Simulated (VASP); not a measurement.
Crystal: GaF.

```xyz
2
Lattice="3.1447 0.0000 0.0000 0.0000 3.1447 0.0000 0.0000 0.0000 3.1447" Properties=species:S:1:pos:R:3 pbc="T T T"
Ga    0.0000    0.0000    0.0000
F     1.5723    1.5723    1.5723
```

This cell differs from its parent crystal: volume scaled by 0.98.

Base run:

```yaml
Program: VASP 6.6.1
Functional: PBE
Potentials_or_basis: VASP PAW PBE potentials, release 64 (Ga_d, F)
Cutoff: 520 eV
k_mesh: 8 × 8 × 8
Occupations: fermi-dirac, width 0.05 eV
Spin: no spin polarisation
```

Its results: band gap on the k mesh 0.19 eV, indirect (least direct gap 1.06 eV); pressure 0.8 GPa.

The run is repeated on the same cell with these changes: functional from PBE to r2SCANh; k mesh from 8 × 8 × 8 to 4 × 4 × 4. What comes out?

Band gap on the k mesh 0.83 eV, indirect (least direct gap 2.06 eV); pressure -0.4 GPa.

Several settings changed at once, so the effect can't be laid on one alone.

Caveats: some runs use coarse meshes; the PAW data sets were made with another functional, which shifts forces and pressure a little (some runs).

A k mesh can miss the band edges.
